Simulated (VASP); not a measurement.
# NbH (Cmme) in VASP: a series of runs

The runs below take NbH through single point, relaxation of cell and atoms, with PBEsol.

All numbers are computed with VASP 6.6.1; they aren't measurements. Logs are shortened: lines on timing, memory, paths and dates and some standing lists are left out, and cuts for length are marked.

## Step 1: The cell of the first run

The structure is orthorhombic, space group Cmme (No. 67). Conventional cell: a = 3.605 Å, b = 4.765 Å, c = 4.751 Å, α = 90.00°, β = 90.00°, γ = 90.00°. Within 2.6 Å of Nb (site symmetry mm2) lie 4 H at 1.97 Å. H (site symmetry 222) has 4 H at 1.80 to 2.38 Å and 4 Nb at 1.97 Å within 2.4 Å.

## Step 2: Single point, PBEsol

The input, INCAR:

```
PREC     = Accurate       # precision mode
ENCUT    = 500            # plane-wave cutoff, eV
EDIFF    = 1E-6           # SCF threshold, eV
ISMEAR   = 0              # smearing method
SIGMA    = 0.05           # smearing width, eV
LREAL    = F              # projectors in reciprocal space
LASPH    = T              # aspherical terms in the spheres
NELM     = 120            # most SCF steps
ALGO     = Normal         # electronic algorithm
ISIF     = 2              # what is computed and relaxed
LWAVE    = F              # write WAVECAR
LCHARG   = F              # write CHGCAR
GGA      = PS             # functional
NBANDS   = 22             # bands
GGA_COMPAT= F
```

The input, KPOINTS:

```
Automatic mesh
0
Gamma
  6 6 4
```

The input, POSCAR:

```
NbH
1.0
    1.8025108054     -2.3824151306      0.0000000000
    1.8025108054      2.3824151306      0.0000000000
    0.0000000000      0.0000000000      4.7511845716
Nb H
2 2
Direct
    0.7500000000      0.2500000000      0.2688573732
    0.2500000000      0.7500000000      0.7311426268
    0.2500000000      0.2500000000      0.0000000000
    0.7500000000      0.7500000000      0.0000000000
```

Potentials or basis: VASP PAW PBE potentials, release 64 (Nb_sv, H).

On the command line:

```sh
cat potpaw_PBE.64/Nb_sv/POTCAR potpaw_PBE.64/H/POTCAR > POTCAR
mpirun -np 1 vasp_std > vasp.out
```

OUTCAR:

```text
PREC = Accurate
   ENCUT = 500
   EDIFF = 1E-6
   ISMEAR = 0
   LREAL = F
   LASPH = T
   NELM = 120
   ISIF = 2
   GGA = PS

 ion  position               nearest neighbor table
   1  0.750  0.250  0.269-   3 1.97   4 1.97   4 1.97   3 1.97   2 2.84   2 2.84
   2  0.250  0.750  0.731-   3 1.97   4 1.97   3 1.97   4 1.97   1 2.84   1 2.84
   3  0.250  0.250  0.000-   1 1.97   2 1.97   2 1.97   1 1.97
   4  0.750  0.750  0.000-   1 1.97   2 1.97   1 1.97   2 1.97

  LATTYP: Found a base centered orthorhombic cell.
 ALAT       =     3.6050216108
 B/A-ratio  =     1.3217203045
 C/A-ratio  =     1.3179351151

  Lattice vectors:

 A1 = (   1.8025108054,  -2.3824151306,   0.0000000000)
 A2 = (   1.8025108054,   2.3824151306,   0.0000000000)
 A3 = (   0.0000000000,   0.0000000000,   4.7511845716)

Analysis of symmetry for initial positions (statically):
=====================================================================
 Subroutine PRICEL returns:
 Original cell was already a primitive cell.

 Routine SETGRP: Setting up the symmetry group for a
 base centered orthorhombic supercell.

 Subroutine GETGRP returns: Found  8 space group operations
 (whereof  4 operations were pure point group operations)
 out of a pool of  8 trial point group operations.

The static configuration has the point symmetry C_2h.
 The point group associated with its full space group is D_2h.

Analysis of symmetry for dynamics (positions and initial velocities):
=====================================================================
 Subroutine PRICEL returns:
 Original cell was already a primitive cell.

 Routine SETGRP: Setting up the symmetry group for a
 base centered orthorhombic supercell.

 Subroutine GETGRP returns: Found  8 space group operations
 (whereof  4 operations were pure point group operations)
 out of a pool of  8 trial point group operations.

The dynamic configuration has the point symmetry C_2h.
 The point group associated with its full space group is D_2h.

 Subroutine INISYM returns: Found  8 space group operations
 (whereof  4 operations are pure point group operations),
 and found     1 'primitive' translations

----------------------------------------------------------------------------------------

                                     Primitive cell

  volume of cell :      40.8063

  direct lattice vectors                    reciprocal lattice vectors
     1.802510805 -2.382415131  0.000000000     0.277390848 -0.209871065  0.000000000
     1.802510805  2.382415131  0.000000000     0.277390848  0.209871065  0.000000000
     0.000000000  0.000000000  4.751184572     0.000000000  0.000000000  0.210473827

  length of vectors
     2.987464989  2.987464989  4.751184572     0.347838391  0.347838391  0.210473827

  position of ions in fractional coordinates (direct lattice)
     0.750000000  0.250000000  0.268857373
     0.250000000  0.750000000  0.731142627
     0.250000000  0.250000000  0.000000000
     0.750000000  0.750000000  0.000000000

  ion indices of the primitive-cell ions
   primitive index   ion index
                 1           1
                 2           2
                 3           3
                 4           4

----------------------------------------------------------------------------------------

 KPOINTS: Automatic mesh

Automatic generation of k-mesh.
 Grid dimensions read from file:
 generate k-points for:    6    6    4

 Generating k-lattice:

  Cartesian coordinates                     Fractional coordinates (reciprocal lattice)
     0.046231808 -0.034978511  0.000000000     0.166666667  0.000000000  0.000000000
     0.046231808  0.034978511  0.000000000     0.000000000  0.166666667  0.000000000
     0.000000000  0.000000000  0.052618457     0.000000000  0.000000000  0.250000000

  Length of vectors
     0.057973065  0.057973065  0.052618457

  Shift w.r.t. Gamma in fractional coordinates (k-lattice)
     0.000000000  0.000000000  0.000000000

 Subroutine IBZKPT returns following result:
 ===========================================

 Found     39 irreducible k-points:

 Following reciprocal coordinates:
            Coordinates               Weight
  0.000000  0.000000  0.000000      1.000000
  0.166667  0.000000  0.000000      4.000000
  0.333333 -0.000000  0.000000      4.000000
  0.500000 -0.000000  0.000000      2.000000
  0.166667  0.166667  0.000000      2.000000
  0.333333  0.166667  0.000000      4.000000
[... 16 lines left out ...]
  0.333333  0.333333  0.250000      4.000000
  0.500000  0.333333  0.250000      8.000000
 [... further k-points ...]
   k-points           NKPTS =     39   k-points in BZ     NKDIM =     39   number of bands    NBANDS=     22
   number of dos      NEDOS =    301   number of ions     NIONS =      4
   total plane-waves  NPLWV =  20736
   dimension x,y,z NGX =    24 NGY =   24 NGZ =   36
   dimension x,y,z NGXF=    48 NGYF=   48 NGZF=   72
   ions per type =               2   2
   NGX,Y,Z   is equivalent  to a cutoff of  13.36, 13.36, 12.60 a.u.
   NGXF,Y,Z  is equivalent  to a cutoff of  26.71, 26.71, 25.19 a.u.
 SYSTEM =  unknown system
   PREC   = accura    normal or accurate (medium, high low for compatibility)
   ISTART =      0    job   : 0-new  1-cont  2-samecut
   ICHARG =      2    charge: 1-file 2-atom 10-const
   ISPIN  =      1    spin polarized calculation?
   LNONCOLLINEAR =      F non collinear calculations
   LSORBIT =      F    spin-orbit coupling
   LASPH  =      T    aspherical Exc in radial PAW
   ENCUT  =  500.0 eV  36.75 Ry    6.06 a.u.   5.45  5.45  8.66*2*pi/ulx,y,z
   NELM   =    120;   NELMIN=  2; NELMDL= -5     # of ELM steps
   EDIFF  = 0.1E-05   stopping-criterion for ELM
   LREAL  =      F    real-space projection
   EDIFFG = 0.1E-04   stopping-criterion for IOM
   NSW    =      0    number of steps for IOM
   IBRION =     -1    ionic relax: 0-MD 1-quasi-New 2-CG
   NFREE  =      0    steps in history (QN), initial steepest desc. (CG)
   ISIF   =      2    stress and relaxation
   ISYM   =      2    0-nonsym 1-usesym 2-fastsym
   POTIM  = 0.5000    time-step for ionic-motion
   TEBEG  =    0.0;   TEEND  =   0.0 temperature during run
   PSTRESS=    0.0 pullay stress
   NELECT =      28.0000    total number of electrons
   NUPDOWN=      -1.0000    fix difference up-down
   EMIN   =  10.00;   EMAX   =-10.00  energy-range for DOS
   EFERMI =   0.00;   METHOD = LEGACY
   ISMEAR =     0;   SIGMA  =   0.05  broadening in eV -4-tet -1-fermi 0-gaus
   EFERMI_NEDOS =   21; number of points for ismear=-14 and -15
   IALGO  =     38    algorithm
   IMIX   =      4    mixing-type and parameters
     AMIX     =   0.40;   BMIX     =  1.00
     AMIX_MAG =   1.60;   BMIX_MAG =  1.00
  volume/ion in A,a.u.               =      10.20        68.84
  Fermi-wavevector in a.u.,A,eV,Ry     =   1.443949  2.728667 28.367983  2.084988
  Thomas-Fermi vector in A             =   2.562299
   LORBIT       =      0    0 simple, 1 ext, 2 COOP (PROOUT), +10 PAW based schemes
   GGA     = PS    functional components
   LHFCALC =     F    Hartree Fock is set to
   AEXX    =    0.0000 exact exchange contribution
   IVDW    =     0    specifies the selected vdW correction
   LEPSILON=     F    determine dielectric tensor
   LRPA    =     F    only Hartree local field effects (RPA)
 non-spin polarized calculation
 Gauss-broadening in eV      SIGMA  =   0.05
  energy-cutoff  :      500.00
  volume of cell :       40.81
 maximum number of plane-waves:      1066
 NGX is ok and might be reduce to    24
   NGX = 11   NGY = 11   NGZ = 17

 number of electron      27.9999994 magnetization

 Free energy of the ion-electron system (eV)
  ---------------------------------------------------
  ext. energy  EPLUGINS =         0.00000000
  ---------------------------------------------------
  free energy    TOTEN  =       -29.38523386 eV

  energy without entropy =      -29.38428328  energy(sigma->0) =      -29.38475857

 E-fermi :  10.6869     XC(G=0): -12.5145

 val. band max:       10.6683557671   @ k =  -0.3333   0.3333   0.0000
 cond. band min:      10.7438980752   @ k =  -0.1667   0.1667   0.2500
 fundamental gap:      0.0755423081
 Fermi energy:        10.6868526367

 k-point     1 :       0.0000    0.0000    0.0000
  band No.  band energies     occupation
      1     -44.2863      2.00000
      2     -44.0998      2.00000
      3     -20.9006      2.00000
      4     -20.1969      2.00000
      5     -19.8872      2.00000
      6     -19.8487      2.00000
[... 14 lines left out ...]
     21      15.5756      0.00000
     22      19.7883      0.00000

 k-point     2 :       0.1667    0.0000    0.0000
  band No.  band energies     occupation
      1     -44.2564      2.00000
      2     -44.0944      2.00000
      3     -20.8140      2.00000
      4     -20.2883      2.00000
      5     -20.0169      2.00000
      6     -19.9560      2.00000
[... 14 lines left out ...]
     21      16.3706      0.00000
     22      19.1178      0.00000

 k-point     3 :       0.3333   -0.0000    0.0000
  band No.  band energies     occupation
      1     -44.1869      2.00000
      2     -44.0928      2.00000
      3     -20.6094      2.00000
      4     -20.5440      2.00000
      5     -20.3799      2.00000
      6     -20.0522      2.00000
[... 14 lines left out ...]
     21      17.6637      0.00000
     22      19.3309      0.00000
[... 476 lines left out ...]
 k-point    23 :       0.3333    0.3333    0.2500
  band No.  band energies     occupation
      1     -44.1066      2.00000
      2     -44.0745      2.00000
      3     -20.6366      2.00000
      4     -20.5689      2.00000
      5     -20.5029      2.00000
      6     -20.3320      2.00000
[... 14 lines left out ...]
     21      17.5195      0.00000
     22      19.4453      0.00000

 k-point    24 :       0.5000    0.3333    0.2500
  band No.  band energies     occupation
      1     -44.1164      2.00000
      2     -44.0375      2.00000
      3     -20.7033      2.00000
      4     -20.6487      2.00000
      5     -20.4000      2.00000
      6     -20.3717      2.00000
[... 14 lines left out ...]
     21      17.9296      0.00000
     22      19.2315      0.00000

 [... further k-points ...]

------------------------ aborting loop because EDIFF is reached ----------------------------------------

  FORCE on cell =-STRESS in cart. coord.  units (eV):
  Direction    XX          YY          ZZ          XY          YZ          ZX
  --------------------------------------------------------------------------------------
  -------------------------------------------------------------------------------------
  Total       -0.1427787     -0.1523591     -0.1557395      0.0000000      0.0000000      0.0000000
  in kB       -5.6059202     -5.9820723     -6.1147974      0.0000000      0.0000000      0.0000000
  external PRESSURE =      -5.9009300 kB  Pullay stress =       0.0000000 kB

 VOLUME and BASIS-vectors are now :
 -----------------------------------------------------------------------------
  energy-cutoff  :      500.00
  volume of cell :       40.81
      direct lattice vectors                 reciprocal lattice vectors
     1.802510805 -2.382415131  0.000000000     0.277390848 -0.209871065  0.000000000
     1.802510805  2.382415131  0.000000000     0.277390848  0.209871065  0.000000000
     0.000000000  0.000000000  4.751184572     0.000000000  0.000000000  0.210473827

 POSITION                                       TOTAL-FORCE (eV/Angst)
 -----------------------------------------------------------------------------------
      1.80251     -1.19121      1.27739         0.000000      0.000000      0.002315
      1.80251      1.19121      3.47379         0.000000      0.000000     -0.002315
      0.90126      0.00000      0.00000         0.000000     -0.000000      0.000000
      2.70377      0.00000      0.00000         0.000000      0.000000     -0.000000
 -----------------------------------------------------------------------------------
    total drift:                               -0.000000     -0.000000     -0.000000

  FREE ENERGIE OF THE ION-ELECTRON SYSTEM (eV)
  ---------------------------------------------------
  free  energy   TOTEN  =       -29.3852338577 eV

  energy  without entropy=      -29.3842832813  energy(sigma->0) =      -29.38475857
```

Run time: 16 s. Hardware: 1 thread of Intel Xeon Platinum 8375C at 2.90GHz (Ice Lake), shared host; peak memory 0.16 GiB.

Results:

* Free energy: -29.3852 eV
* Pressure: -0.6 GPa
* Band gap on the k mesh: zero (bands 14 and 15 overlap by 2.80 eV)

Forces on the atoms (eV/Å):
```
Nb   0.000  0.000  0.002
Nb   0.000  0.000 -0.002
H    0.000  0.000  0.000
H    0.000  0.000  0.000
```

Caveat: the k points lie up to 0.36 Å⁻¹ apart, too coarse for converged energies and pressures of a metal; the PAW data sets were made with another functional, which shifts forces and pressure a little.

## Step 3: Relaxation of cell and atoms, PBEsol

This run uses another cell than the first one, of 10.61 Å³/atom.

The input, INCAR:

```
PREC = Accurate
ENCUT = 500
EDIFF = 1E-7
ISMEAR = 0
SIGMA = 0.05
LREAL = False
LASPH = True
NELM = 120
ALGO = Normal
ISIF = 3
LWAVE = False
LCHARG = False
GGA = PS
IBRION = 2
NSW = 60
EDIFFG = -0.01
GGA_COMPAT = False
NELMIN = 4
```

The input, KPOINTS:

```
regular mesh
0
Gamma
  6 6 4
```

The input, POSCAR:

```
NbH
1.0
    1.8453670000     -2.3932010000      0.0000000000
    1.8453670000      2.3932010000      0.0000000000
    0.0000000000      0.0000000000      4.8042290000
Nb H
2 2
Direct
    0.7500000000      0.2500000000      0.2688390000
    0.2500000000      0.7500000000      0.7311610000
    0.2500000000      0.2500000000      0.0000000000
    0.7500000000      0.7500000000      0.0000000000
```

Potentials or basis: VASP PAW PBE potentials, release 64 (Nb_sv, H).

On the command line:

```sh
cat potpaw_PBE.64/Nb_sv/POTCAR potpaw_PBE.64/H/POTCAR > POTCAR
mpirun -np 1 vasp_std > vasp.out
```

Run time: 73 s. Hardware: 1 thread of Intel Xeon Platinum 8375C at 2.90GHz (Ice Lake), shared host; peak memory 0.17 GiB.

It converged, with:

```yaml
Free_energy: -29.3877 eV
Relaxed_volume: 10.18 Å³/atom
Relaxed_cell: a = 2.986 Å, b = 2.986 Å, c = 4.745 Å, α = 90.00°, β = 90.00°, γ = 105.80°
Space_group_after_relaxing_to_0.1_Å: Cmme (No. 67)
Energy_gained_by_relaxing: 10.7 meV/atom
Ionic_steps: 7
Pressure_after_relaxing: 0.0 GPa
Largest_force_after_relaxing: 0.004 eV/Å
Band_gap_on_the_k_mesh: zero (bands 14 and 15 overlap by 2.81 eV)
```

Forces in eV/Å, atoms in the order of the input:
```
Nb   0.000  0.000  0.004
Nb   0.000  0.000 -0.004
H    0.000  0.000  0.000
H    0.000  0.000  0.000
```

Stress tensor (GPa, compression positive):
```
-0.03  0.00  0.00
 0.00 -0.07  0.00
 0.00  0.00  0.08
```

The path:
```csv
step,energy change (eV),largest force (eV/Å),pressure (GPa),volume (Å³)
1,0.0000,0.0013,-7.27,42.43
2,-0.0166,0.0548,6.45,39.55
3,-0.0399,0.0295,0.09,40.76
4,-0.0422,0.0216,0.03,40.73
5,-0.0428,0.0627,0.00,40.71
6,-0.0430,0.0244,-0.01,40.70
7,-0.0430,0.0039,-0.01,40.70
```

Final structure:
```
CELL_PARAMETERS angstrom
1.80104 -2.38136 0.00000
1.80104 2.38136 0.00000
0.00000 0.00000 4.74498
ATOMIC_POSITIONS crystal
Nb 0.75000 0.25000 0.26884
Nb 0.25000 0.75000 0.73116
H 0.25000 0.25000 0.00000
H 0.75000 0.75000 0.00000
```

Levels at points of the mesh, in eV from the Fermi level:
```
           k point  band 11  band 12  band 13  band 14  band 15  band 16  band 17  band 18
(0.00, 0.00, 0.00)    -4.22    -1.45    -0.85    -0.67     0.33     1.22     2.71     2.75
(0.50, 0.00, 0.00)    -2.60    -2.60    -1.12    -1.12     1.49     1.49     2.26     2.26
(0.50, 0.50, 0.00)    -4.26    -4.15    -0.68     2.32     2.44     2.61     4.07     4.08
(0.00, 0.00, 0.50)    -4.10    -2.19    -2.06     0.18     1.02     1.52     1.57     1.89
(0.50, 0.00, 0.50)    -2.09    -2.09    -0.40    -0.40     1.50     1.50     2.72     2.72
(0.50, 0.50, 0.50)    -3.19    -3.13    -2.20    -0.72     0.15     1.00     4.41     4.60
```

Caveat: the PAW data sets were made with another functional, which shifts forces and pressure a little.

The gap in the log of VASP goes by the Fermi energy; the results here count the filled bands.